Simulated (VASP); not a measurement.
Input of a VASP 6.6.1 run:

File POSCAR:

```
Si
1.0
    3.8321296558      0.0000000000      0.0000000000
   -1.9160648279      3.3187216325      0.0000000000
    0.0000000000      0.0000000000      6.3412164343
Si
4
Direct
    0.3333333333      0.6666666667      0.0005609359
    0.6666666667      0.3333333333      0.5005609359
    0.3333333333      0.6666666667      0.3744390641
    0.6666666667      0.3333333333      0.8744390641
```

The input INCAR.step1:

```
SYSTEM = Si
PREC = Accurate ; ENCUT = 520
EDIFF = 1E-5 ; ISMEAR = 0
SIGMA = 0.01 ; LREAL = .FALSE.
LASPH = .TRUE. ; NELM = 60
ALGO = Normal ; ISIF = 2
LWAVE = .TRUE. ; LCHARG = .FALSE.
GGA = PE ; NBANDS = 16
```

The input INCAR.step2:

```
SYSTEM = Si
PREC = Accurate ; ENCUT = 520
EDIFF = 1E-7 ; ISMEAR = 0
SIGMA = 0.01 ; LREAL = .FALSE.
LASPH = .TRUE. ; NELM = 60
ALGO = Normal ; ISIF = 2
LWAVE = .FALSE. ; LCHARG = .FALSE.
GGA = PE ; LHFCALC = .TRUE.
AEXX = 0.25 ; PRECFOCK = Normal
ISTART = 1 ; NBANDS = 16
```

The input KPOINTS:

```
regular mesh
0
G
  6 6 4
  0 0 0
```

Potentials or basis: VASP PAW PBE potentials, release 64 (Si).

The run is started by

```console
$ cat potpaw_PBE.64/Si/POTCAR > POTCAR
$ cp INCAR.step1 INCAR
$ mpirun -np 1 vasp_std > vasp.out
$ cp INCAR.step2 INCAR
$ mpirun -np 1 vasp_std > vasp.out
```

**Question.** What does it give for the largest force?

**Answer.** 0.018 eV/Å.

**Question.** Predict the pressure.

**Answer.** -0.7 GPa.

**Question.** Estimate the band gap on the k mesh.

**Answer.** 1.66 eV (least direct gap 2.38 eV).

Stress tensor (GPa, compression positive):
```
-0.59  0.00  0.00
 0.00 -0.59  0.00
 0.00  0.00 -0.98
```

Caveat: the PAW data sets were made with another functional, which shifts forces and pressure a little. A k mesh can miss the band edges.
